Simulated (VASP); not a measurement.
Be3I2:

```
Be I
1.0
     1.89506    1.09411    8.78454
    -1.89506    1.09411    8.78454
     0.00000   -2.18822    8.78454
Be I
3 2
Direct
  0.00000 0.00000 0.00000
  0.20950 0.20950 0.20950
  0.79050 0.79050 0.79050
  0.40000 0.40000 0.40000
  0.60000 0.60000 0.60000
```

```yaml
Program: VASP 6.6.1
Task: relaxation of cell and atoms
Functional: PBE
Potentials_or_basis: VASP PAW PBE potentials, release 64 (Be, I)
Cutoff: 600 eV
k_mesh: 6 × 6 × 6
Occupations: gaussian, width 0.1 eV
Spin: no spin polarisation
```

At the start: pressure -2.0 GPa; volume 21.86 Å³/atom.

Where does the relaxation end?

Over 26 steps the energy falls by 309.6 meV/atom and the volume is 23.48 Å³/atom (+7.4 %); space group R-3m (No. 166, to 0.1 Å) before and after.

Step by step:
```
step  energy change (eV)  largest force (eV/Å)  pressure (GPa)  volume (Å³)
   1              0.0000                1.4178           -1.99       109.28
   2             -0.2574                1.4941           -1.41       105.04
   3             -0.7950                1.3214            3.10        92.88
   4              1.1320                1.9401           30.04        70.99
   5             -0.6630                1.4176            5.24        89.95
   6             -0.8376                1.1270            4.56        90.59
   7             -1.1408                0.3139            3.51        92.54
   8             -1.2233                0.4399            3.61        96.51
   9             -1.3361                0.5391            0.89       102.30
  10             -1.3629                0.6093           -0.95       107.33
  11             -1.4215                0.4808           -0.71       107.85
  12             -1.4949                0.1576            0.03       108.88
  13             -1.5026                0.1305            0.52       109.32
  14             -1.5094                0.1604           -0.01       111.56
  15             -1.5108                0.1820           -0.40       113.35
  16             -1.5161                0.1755           -0.36       113.96
  17             -1.5285                0.1523           -0.19       115.82
  18             -1.5324                0.2524            0.10       119.57
  19             -1.5348                0.1667            0.00       118.05
  20             -1.5409                0.0677           -0.13       118.88
  21             -1.5412                0.0568           -0.17       119.12
  22             -1.5443                0.0456            0.00       118.42
  23             -1.5457                0.1032            0.22       117.44
  24             -1.5474                0.0624           -0.03       117.67
  25             -1.5475                0.0472           -0.11       117.76
  26             -1.5481                0.0330           -0.08       117.40
```

Final structure:
```yaml
crystal:
  lattice:
    - [1.90409, 1.09933, 9.34747]
    - [-1.90409, 1.09933, 9.34747]
    - [0.00000, -2.19865, 9.34747]
  atoms:
    - { symbol: Be, position: [0.00000, 0.00000, 0.00000] }
    - { symbol: Be, position: [0.16590, 0.16590, 0.16590] }
    - { symbol: Be, position: [0.83410, 0.83410, 0.83410] }
    - { symbol: I, position: [0.38795, 0.38795, 0.38795] }
    - { symbol: I, position: [0.61205, 0.61205, 0.61205] }
```
